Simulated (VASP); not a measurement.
Set up this calculation in VASP 6.6.1, as the native input.

```
Task                               : single point
Functional                         : PBE-based global hybrid with 15 % exact exchange
Potentials or basis                : VASP PAW PBE potentials, release 64 (Sb)
Cutoff                             : 400 eV
k mesh                             : 4 × 4 × 4
Occupations                        : fermi-dirac, width 0.05 eV
Spin                               : no spin polarisation
Dipole correction                  : no
Grid for exact exchange (PRECFOCK) : Normal
Share of exact exchange            : 0.15
Further INCAR settings             : ALGO = Normal; EDIFF = 1e-06; NBANDS = 12
```

Crystal: Sb.

```
CELL_PARAMETERS angstrom
2.15420 1.24373 3.75800
-2.15420 1.24373 3.75800
0.00000 -2.48746 3.75800
ATOMIC_POSITIONS crystal
Sb 0.76651 0.76651 0.76651
Sb 0.23349 0.23349 0.23349
```

One way to write it, as run:

POSCAR

```
Sb
1.0
    2.1542000000      1.2437279499      3.7580000000
   -2.1542000000      1.2437279499      3.7580000000
    0.0000000000     -2.4874558998      3.7580000000
Sb
2
Direct
    0.7665100000      0.7665100000      0.7665100000
    0.2334900000      0.2334900000      0.2334900000
```

INCAR.step1

```
SYSTEM = Sb
  PREC = Accurate
  ENCUT = 400
  EDIFF = 1E-5
  ISMEAR = -1
  SIGMA = 0.05
  LREAL = .False.
  LASPH = .True.
  NELM = 120
  ALGO = Normal
  ISIF = 2
  LWAVE = .True.
  NBANDS = 12
  GGA = PE
  GGA_COMPAT = .False.
```

INCAR.step2

```
SYSTEM = Sb
  PREC = Accurate
  ENCUT = 400
  EDIFF = 1E-6
  ISMEAR = -1
  SIGMA = 0.05
  LREAL = .False.
  LASPH = .True.
  NELM = 120
  ALGO = Normal
  ISIF = 2
  LWAVE = .False.
  LCHARG = .True.
  GGA = PE
  LHFCALC = .True.
  AEXX = 0.15
  PRECFOCK = Normal
  LELF = .True.
  LVHAR = .True.
  NBANDS = 12
  ISTART = 1
  GGA_COMPAT = .False.
```

KPOINTS

```
Automatic mesh
0
Gamma
  4 4 4
  0 0 0
```

Potentials or basis: VASP PAW PBE potentials, release 64 (Sb).

The run is started by

```bash
$ cat potpaw_PBE.64/Sb/POTCAR > POTCAR
$ cp INCAR.step1 INCAR
$ mpirun -np 1 vasp_std > vasp.out
$ cp INCAR.step2 INCAR
$ mpirun -np 1 vasp_std > vasp.out
```

It gave:

| Property | Result |
| --- | --- |
| Pressure | 1.0 GPa |
| Largest force | 0.257 eV/Å |
| Band gap on the k mesh | 0.64 eV |

Caveat: the k points lie up to 0.44 Å⁻¹ apart; the PAW data sets were made with another functional, which shifts forces and pressure a little; spin-orbit coupling is left out, which moves the levels of the heavy elements.

Run time: 12 min on 1 thread of Intel Xeon 8259CL, with other jobs on the host, peak memory 0.18 GiB.
